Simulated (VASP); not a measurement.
# Mo (P6_3/mmc) in VASP: a series of runs

The runs below take Mo through relaxation of cell and atoms, with PBE.

All numbers are computed with VASP 6.6.1; they aren't measurements. Logs are shortened: lines on timing, memory, paths and dates and some standing lists are left out, and cuts for length are marked.

## (1) The cell of the first run

It takes space group P6_3/mmc (No. 194, hexagonal). The conventional cell has a = 2.605 Å, b = 2.605 Å, c = 4.220 Å, α = 90.00°, β = 90.00°, γ = 120.00°. Within 3.4 Å of Mo (site symmetry -6m2) lie 12 Mo at 2.59 to 2.60 Å.

This isn't the form of Mo at room conditions, which is bcc.

## (2) Relaxation of cell and atoms, PBE, target pressure 100 GPa, at which the enthalpy is minimised

The input, INCAR:

```
PREC = Accurate ; ENCUT = 500
EDIFF = 1E-7 ; ISMEAR = -1
SIGMA = 0.08 ; LREAL = False
LASPH = True ; NELM = 120
ALGO = Normal ; ISIF = 3
LWAVE = False ; LCHARG = False
GGA = PE ; IBRION = 2
NSW = 60 ; EDIFFG = -0.005
PSTRESS = 1000.0 ; GGA_COMPAT = False
NELMIN = 4
```

The input, KPOINTS:

```
regular mesh
0
Gamma
  17 17 9
```

The input, POSCAR:

```
Mo
1.0
    2.6046438375      0.0000000000      0.0000000000
   -1.3023219188      2.2556877311      0.0000000000
    0.0000000000      0.0000000000      4.2195230167
Mo
2
Direct
    0.3333333333      0.6666666667      0.2500000000
    0.6666666667      0.3333333333      0.7500000000
```

Potentials or basis: VASP PAW PBE potentials, release 64 (Mo_sv).

Launch:

```sh
> cat potpaw_PBE.64/Mo_sv/POTCAR > POTCAR
> mpirun -np 1 vasp_std > vasp.out
```

OUTCAR:

```text
PREC = Accurate
   ENCUT = 500
   EDIFF = 1E-7
   ISMEAR = -1
   LREAL = False
   LASPH = True
   NELM = 120
   ISIF = 3
   GGA = PE
   IBRION = 2
   NSW = 60
   EDIFFG = -0.005
   PSTRESS = 1000.0
   NELMIN = 4

 ion  position               nearest neighbor table
   1  0.333  0.667  0.250-   2 2.59   2 2.59   2 2.59   2 2.59   2 2.59   2 2.59
   2  0.667  0.333  0.750-   1 2.59   1 2.59   1 2.59   1 2.59   1 2.59   1 2.59

  LATTYP: Found a hexagonal cell.
 ALAT       =     2.6046438375
 C/A-ratio  =     1.6200000000

  Lattice vectors:

 A1 = (   2.6046438375,   0.0000000000,   0.0000000000)
 A2 = (  -1.3023219188,   2.2556877311,   0.0000000000)
 A3 = (   0.0000000000,   0.0000000000,   4.2195230167)

Analysis of symmetry for initial positions (statically):
=====================================================================
 Subroutine PRICEL returns:
 Original cell was already a primitive cell.

 Routine SETGRP: Setting up the symmetry group for a
 hexagonal supercell.

 Subroutine GETGRP returns: Found 24 space group operations
 (whereof 12 operations were pure point group operations)
 out of a pool of 24 trial point group operations.

The static configuration has the point symmetry D_3d.
 The point group associated with its full space group is D_6h.

Analysis of symmetry for dynamics (positions and initial velocities):
=====================================================================
 Subroutine PRICEL returns:
 Original cell was already a primitive cell.

 Routine SETGRP: Setting up the symmetry group for a
 hexagonal supercell.

 Subroutine GETGRP returns: Found 24 space group operations
 (whereof 12 operations were pure point group operations)
 out of a pool of 24 trial point group operations.

The dynamic configuration has the point symmetry D_3d.
 The point group associated with its full space group is D_6h.

 Subroutine INISYM returns: Found 24 space group operations
 (whereof 12 operations are pure point group operations),
 and found     1 'primitive' translations

----------------------------------------------------------------------------------------

                                     Primitive cell

  volume of cell :      24.7908

  direct lattice vectors                    reciprocal lattice vectors
     2.604643837  0.000000000  0.000000000     0.383929651  0.221661887  0.000000000
    -1.302321919  2.255687731  0.000000000     0.000000000  0.443323775  0.000000000
     0.000000000  0.000000000  4.219523017     0.000000000  0.000000000  0.236993612

  length of vectors
     2.604643837  2.604643838  4.219523017     0.443323775  0.443323775  0.236993612

  position of ions in fractional coordinates (direct lattice)
     0.333333333  0.666666667  0.250000000
     0.666666667  0.333333333  0.750000000

  ion indices of the primitive-cell ions
   primitive index   ion index
                 1           1
                 2           2

----------------------------------------------------------------------------------------

 KPOINTS: regular mesh

Automatic generation of k-mesh.
 Grid dimensions read from file:
 generate k-points for:   17   17    9

 Generating k-lattice:

  Cartesian coordinates                     Fractional coordinates (reciprocal lattice)
     0.022584097  0.013038935  0.000000000     0.058823529  0.000000000  0.000000000
     0.000000000  0.026077869  0.000000000     0.000000000  0.058823529  0.000000000
     0.000000000  0.000000000  0.026332624     0.000000000  0.000000000  0.111111111

  Length of vectors
     0.026077869  0.026077869  0.026332624

  Shift w.r.t. Gamma in fractional coordinates (k-lattice)
     0.000000000  0.000000000  0.000000000

 Subroutine IBZKPT returns following result:
 ===========================================

 Found    165 irreducible k-points:

 Following reciprocal coordinates:
            Coordinates               Weight
  0.000000  0.000000  0.000000      1.000000
  0.058824  0.000000  0.000000      6.000000
  0.117647 -0.000000  0.000000      6.000000
  0.176471  0.000000  0.000000      6.000000
  0.235294 -0.000000  0.000000      6.000000
  0.294118  0.000000  0.000000      6.000000
[... 16 lines left out ...]
  0.411765  0.117647  0.000000     12.000000
  0.176471  0.176471  0.000000      6.000000
 [... further k-points ...]
   k-points           NKPTS =    165   k-points in BZ     NKDIM =    165   number of bands    NBANDS=     18
   number of dos      NEDOS =    301   number of ions     NIONS =      2
   total plane-waves  NPLWV =  12800
   dimension x,y,z NGX =    20 NGY =   20 NGZ =   32
   dimension x,y,z NGXF=    40 NGYF=   40 NGZF=   64
   ions per type =               2
   NGX,Y,Z   is equivalent  to a cutoff of  12.77, 12.77, 12.61 a.u.
   NGXF,Y,Z  is equivalent  to a cutoff of  25.53, 25.53, 25.22 a.u.
 SYSTEM =  unknown system
   PREC   = accura    normal or accurate (medium, high low for compatibility)
   ISTART =      0    job   : 0-new  1-cont  2-samecut
   ICHARG =      2    charge: 1-file 2-atom 10-const
   ISPIN  =      1    spin polarized calculation?
   LNONCOLLINEAR =      F non collinear calculations
   LSORBIT =      F    spin-orbit coupling
   LASPH  =      T    aspherical Exc in radial PAW
   ENCUT  =  500.0 eV  36.75 Ry    6.06 a.u.   4.75  4.75  7.69*2*pi/ulx,y,z
   NELM   =    120;   NELMIN=  4; NELMDL= -5     # of ELM steps
   EDIFF  = 0.1E-06   stopping-criterion for ELM
   LREAL  =      F    real-space projection
   EDIFFG = -.5E-02   stopping-criterion for IOM
   NSW    =     60    number of steps for IOM
   IBRION =      2    ionic relax: 0-MD 1-quasi-New 2-CG
   NFREE  =      1    steps in history (QN), initial steepest desc. (CG)
   ISIF   =      3    stress and relaxation
   ISYM   =      2    0-nonsym 1-usesym 2-fastsym
   POTIM  = 0.5000    time-step for ionic-motion
   TEBEG  =    0.0;   TEEND  =   0.0 temperature during run
   PSTRESS= 1000.0 pullay stress
   NELECT =      28.0000    total number of electrons
   NUPDOWN=      -1.0000    fix difference up-down
   EMIN   =  10.00;   EMAX   =-10.00  energy-range for DOS
   EFERMI =   0.00;   METHOD = LEGACY
   ISMEAR =    -1;   SIGMA  =   0.08  broadening in eV -4-tet -1-fermi 0-gaus
   EFERMI_NEDOS =   21; number of points for ismear=-14 and -15
   IALGO  =     38    algorithm
   IMIX   =      4    mixing-type and parameters
     AMIX     =   0.40;   BMIX     =  1.00
     AMIX_MAG =   1.60;   BMIX_MAG =  1.00
  volume/ion in A,a.u.               =      12.40        83.65
  Fermi-wavevector in a.u.,A,eV,Ry     =   1.704894  3.221782 39.547540  2.906662
  Thomas-Fermi vector in A             =   2.784214
   LORBIT       =      0    0 simple, 1 ext, 2 COOP (PROOUT), +10 PAW based schemes
   GGA     = PE    functional components
   LHFCALC =     F    Hartree Fock is set to
   AEXX    =    0.0000 exact exchange contribution
   IVDW    =     0    specifies the selected vdW correction
   LEPSILON=     F    determine dielectric tensor
   LRPA    =     F    only Hartree local field effects (RPA)
 conjugate gradient relaxation of ions
 non-spin polarized calculation
  energy-cutoff  :      500.00
  volume of cell :       24.79
 maximum number of plane-waves:       646
 NGX is ok and might be reduce to    20

--------------------------------------- Ionic step        1  -------------------------------------------

 number of electron      27.9999999 magnetization

 Free energy of the ion-electron system (eV)
  ---------------------------------------------------
  ext. energy  EPLUGINS =         0.00000000
  ---------------------------------------------------
  free energy    TOTEN  =       -19.09096594 eV

  energy without entropy =      -19.04757261  energy(sigma->0) =      -19.06926927

------------------------ aborting loop because EDIFF is reached ----------------------------------------

  FORCE on cell =-STRESS in cart. coord.  units (eV):
  Direction    XX          YY          ZZ          XY          YZ          ZX
  --------------------------------------------------------------------------------------
  -------------------------------------------------------------------------------------
  Total       15.9663684     15.9663684     15.3166787     -0.0000000      0.0000000     -0.0000000
  in kB     1031.8725159   1031.8725159    989.8844461     -0.0000000      0.0000000     -0.0000000
  external PRESSURE =      17.8764927 kB  Pullay stress =    1000.0000000 kB
[... 93 lines left out ...]
  FREE ENERGIE OF THE ION-ELECTRON SYSTEM (eV)
  ---------------------------------------------------
  free  energy   TOTEN  =       -19.1878980224 eV

  energy  without entropy=      -19.1451711761  energy(sigma->0) =      -19.16653460

  enthalpy is  TOTEN    =        -3.6196319011 eV   P V=       15.5682661214

[... ionic steps 4 to 7 ...]

--------------------------------------- Ionic step        8  -------------------------------------------

 number of electron      27.9999996 magnetization

------------------------ aborting loop because EDIFF is reached ----------------------------------------

  FORCE on cell =-STRESS in cart. coord.  units (eV):
  Direction    XX          YY          ZZ          XY          YZ          ZX
  --------------------------------------------------------------------------------------
  -------------------------------------------------------------------------------------
  Total       15.4685695     15.4685695     15.4821755     -0.0000000     -0.0000000      0.0000000
  in kB      996.5947060    996.5947060    997.4713042     -0.0000001     -0.0000000      0.0000000
  external PRESSURE =      -3.1130946 kB  Pullay stress =    1000.0000000 kB
[... 61 lines left out ...]
  enthalpy is  TOTEN    =        -3.6250858353 eV   P V=       15.4914005066

--------------------------------------- Ionic step       10  -------------------------------------------

 number of electron      27.9999996 magnetization

 Free energy of the ion-electron system (eV)
  ---------------------------------------------------
  ext. energy  EPLUGINS =         0.00000000
  ---------------------------------------------------
  free energy    TOTEN  =       -19.13778902 eV

  energy without entropy =      -19.09700620  energy(sigma->0) =      -19.11739761

 E-fermi :  16.2151     XC(G=0): -14.7048

 val. band max:       16.2109397701   @ k =   0.2353   0.1765   0.1111
 cond. band min:      16.2155270498   @ k =   0.1765   0.0000   0.3333
 fundamental gap:      0.0045872797
 Fermi energy:        16.2151157523

 k-point     1 :       0.0000    0.0000    0.0000
  band No.  band energies     occupation
      1     -44.6712      2.00000
      2     -43.9703      2.00000
      3     -20.0758      2.00000
      4     -17.6621      2.00000
      5     -17.6621      2.00000
      6     -17.2306      2.00000
[... 10 lines left out ...]
     17      16.7797      0.00172
     18      19.5513      0.00000
[... 466 lines left out ...]
      2     -43.8610      2.00000
      3     -19.3664      2.00000
      4     -18.7701      2.00000
      5     -18.7578      2.00000
      6     -18.0154      2.00000
[... 10 lines left out ...]
     17      19.0130      0.00000
     18      20.4330      0.00000

 [... further k-points ...]
[... 5 lines left out ...]
  --------------------------------------------------------------------------------------
  -------------------------------------------------------------------------------------
  Total       15.5142111     15.5142111     15.5219410     -0.0000000      0.0000000     -0.0000000
  in kB     1000.1030420   1000.1030421   1000.6013402     -0.0000001      0.0000000     -0.0000000
  external PRESSURE =       0.2691414 kB  Pullay stress =    1000.0000000 kB
[... 17 lines left out ...]
  FREE ENERGIE OF THE ION-ELECTRON SYSTEM (eV)
  ---------------------------------------------------
  free  energy   TOTEN  =       -19.1377890213 eV

  energy  without entropy=      -19.0970061990  energy(sigma->0) =      -19.11739761

  enthalpy is  TOTEN    =        -3.6251763388 eV   P V=       15.5126126825

 reached required accuracy - stopping structural energy minimisation
```

It took 2.9 min on 1 thread of Intel Xeon 6975P-C (Granite Rapids), shared host; peak memory 0.19 GiB.

Results:

```
Free energy                                                : -19.1378 eV
Relaxed volume                                             : 12.43 Å³/atom
Relaxed cell                                               : a = 2.635 Å, b = 2.635 Å, c = 4.134 Å, α = 90.00°, β = 90.00°, γ = 120.00°
Space group after relaxing (to 0.1 Å)                      : P6_3/mmc (No. 194)
Energy change on relaxing (the run minimises the enthalpy) : -23.4 meV/atom
Ionic steps                                                : 10
Pressure after relaxing                                    : 100.0 GPa
Band gap on the k mesh                                     : zero (bands 14 and 15 overlap by 3.06 eV)
```

The path:
| step | energy change (eV) | largest force (eV/Å) | pressure (GPa) | volume (Å³) |
| --- | --- | --- | --- | --- |
| 1 | 0.0000 | 0.0000 | 101.79 | 24.79 |
| 2 | -0.3028 | 0.0000 | 90.13 | 25.29 |
| 3 | -0.0969 | 0.0000 | 98.09 | 24.94 |
| 4 | -0.0788 | 0.0000 | 98.81 | 24.91 |
| 5 | -0.0641 | 0.0000 | 99.37 | 24.88 |
| 6 | -0.0579 | 0.0000 | 99.61 | 24.87 |
| 7 | -0.0566 | 0.0000 | 99.65 | 24.87 |
| 8 | -0.0556 | 0.0000 | 99.69 | 24.87 |
| 9 | -0.0255 | 0.0000 | 100.83 | 24.82 |
| 10 | -0.0468 | 0.0000 | 100.03 | 24.85 |

Final structure:
```
Mo
1.0
     2.63473    0.00000    0.00000
    -1.31736    2.28174    0.00000
     0.00000    0.00000    4.13422
Mo
2
Direct
  0.33333 0.66667 0.25000
  0.66667 0.33333 0.75000
```

Caveat: the cell is relaxed towards a set pressure, so the run minimises the enthalpy, not the energy.

## (3) Relaxation of cell and atoms, PBE, target pressure 100 GPa, at which the enthalpy is minimised

This run uses another cell than the first one, of the same volume but with other edges.

The input, INCAR:

```
PREC     = Accurate       # precision mode
ENCUT    = 500            # plane-wave cutoff, eV
EDIFF    = 1E-7           # SCF threshold, eV
ISMEAR   = -1             # smearing method
SIGMA    = 0.08           # smearing width, eV
LREAL    = F              # projectors in reciprocal space
LASPH    = T              # aspherical terms in the spheres
NELM     = 120            # most SCF steps
ALGO     = Normal         # electronic algorithm
ISIF     = 3              # what is computed and relaxed
LWAVE    = F              # write WAVECAR
LCHARG   = F              # write CHGCAR
GGA      = PE             # functional
IBRION   = 2              # ionic algorithm
NSW      = 32             # ionic steps
EDIFFG   = -0.005         # ionic threshold
PSTRESS  = 1000.0       
GGA_COMPAT= F            
NELMIN   = 4
```

The input, KPOINTS:

```
Automatic mesh
0
Gamma
  17 17 9
```

The input, POSCAR:

```
Mo
1.0
    2.6332439134      0.0000000000      0.0000000000
   -1.3166219567      2.2804561233      0.0000000000
    0.0000000000      0.0000000000      4.1284797895
Mo
2
Direct
    0.3333333333      0.6666666667      0.2500000000
    0.6666666667      0.3333333333      0.7500000000
```

Potentials or basis: VASP PAW PBE potentials, release 64 (Mo_sv).

Launch:

```sh
> cat potpaw_PBE.64/Mo_sv/POTCAR > POTCAR
> mpirun -np 1 vasp_std > vasp.out
```

OUTCAR:

```text
PREC = Accurate
   ENCUT = 500
   EDIFF = 1E-7
   ISMEAR = -1
   LREAL = F
   LASPH = T
   NELM = 120
   ISIF = 3
   GGA = PE
   IBRION = 2
   NSW = 32
   EDIFFG = -0.005
   PSTRESS = 1000.0
   NELMIN = 4

 ion  position               nearest neighbor table
   1  0.333  0.667  0.250-   2 2.56   2 2.56   2 2.56   2 2.56   2 2.56   2 2.56
   2  0.667  0.333  0.750-   1 2.56   1 2.56   1 2.56   1 2.56   1 2.56   1 2.56

  LATTYP: Found a hexagonal cell.
 ALAT       =     2.6332439134
 C/A-ratio  =     1.5678303740

  Lattice vectors:

 A1 = (   2.6332439134,   0.0000000000,   0.0000000000)
 A2 = (  -1.3166219567,   2.2804561233,   0.0000000000)
 A3 = (   0.0000000000,   0.0000000000,   4.1284797895)

Analysis of symmetry for initial positions (statically):
=====================================================================
[... 364 lines left out ...]

 number of electron      27.9999998 magnetization

 Free energy of the ion-electron system (eV)
  ---------------------------------------------------
  ext. energy  EPLUGINS =         0.00000000
  ---------------------------------------------------
  free energy    TOTEN  =       -19.13812844 eV

  energy without entropy =      -19.09736222  energy(sigma->0) =      -19.11774533

 E-fermi :  16.2145     XC(G=0): -14.7047

 val. band max:       16.2115273882   @ k =   0.1765   0.0000   0.3333
 cond. band min:      16.2163176365   @ k =   0.2353  -0.0000   0.3333
 fundamental gap:      0.0047902482
 Fermi energy:        16.2144799477

 k-point     1 :       0.0000    0.0000    0.0000
  band No.  band energies     occupation
      1     -44.6716      2.00000
      2     -43.9717      2.00000
      3     -20.0753      2.00000
      4     -17.6611      2.00000
      5     -17.6611      2.00000
      6     -17.2305      2.00000
[... 481 lines left out ...]
      5     -18.7582      2.00000
      6     -18.0153      2.00000
[... 10 lines left out ...]
     17      19.0154      0.00000
     18      20.4346      0.00000

 [... further k-points ...]
[... 5 lines left out ...]
  --------------------------------------------------------------------------------------
  -------------------------------------------------------------------------------------
  Total       15.5157908     15.5157908     15.5154359      0.0000000      0.0000000      0.0000000
  in kB     1000.1831084   1000.1831082   1000.1602289      0.0000000      0.0000000      0.0000000
  external PRESSURE =       0.1754818 kB  Pullay stress =    1000.0000000 kB
[... 21 lines left out ...]
  energy  without entropy=      -19.0973622244  energy(sigma->0) =      -19.11774533

  enthalpy is  TOTEN    =        -3.6251782092 eV   P V=       15.5129502348

 reached required accuracy - stopping structural energy minimisation
```

It took 95 s on 1 thread of Intel Xeon 6975P-C (Granite Rapids), shared host; peak memory 0.18 GiB.

Results:

- Free energy: -19.1381 eV
- Relaxed volume: 12.43 Å³/atom
- Relaxed cell: a = 2.634 Å, b = 2.634 Å, c = 4.135 Å, α = 90.00°, β = 90.00°, γ = 120.00°
- Space group after relaxing (to 0.1 Å): P6_3/mmc (No. 194)
- Energy change on relaxing (the run minimises the enthalpy): -19.8 meV/atom
- Ionic steps: 6
- Pressure after relaxing: 100.0 GPa
- Band gap on the k mesh: zero (bands 14 and 15 overlap by 3.05 eV)

The path:
```tsv
step	energy change (eV)	largest force (eV/Å)	pressure (GPa)	volume (Å³)
1	0.0000	0.0000	101.52	24.79
2	-0.2552	0.0000	91.70	25.22
3	-0.0403	0.0000	99.99	24.86
4	-0.0395	0.0000	100.02	24.85
5	-0.0395	0.0000	100.02	24.85
6	-0.0396	0.0000	100.02	24.85
```

Final structure:
```cif
data_structure
_symmetry_space_group_name_H-M 'P 1'
_symmetry_Int_Tables_number 1
_cell_length_a 2.6344
_cell_length_b 2.6344
_cell_length_c 4.1355
_cell_angle_alpha 90.000
_cell_angle_beta 90.000
_cell_angle_gamma 120.000
_cell_volume 24.85
loop_
_atom_site_label
_atom_site_type_symbol
_atom_site_fract_x
_atom_site_fract_y
_atom_site_fract_z
_atom_site_occupancy
Mo1 Mo 0.33333 0.66667 0.25000 1
Mo2 Mo 0.66667 0.33333 0.75000 1
```

Caveat: the cell is relaxed towards a set pressure, so the run minimises the enthalpy, not the energy.
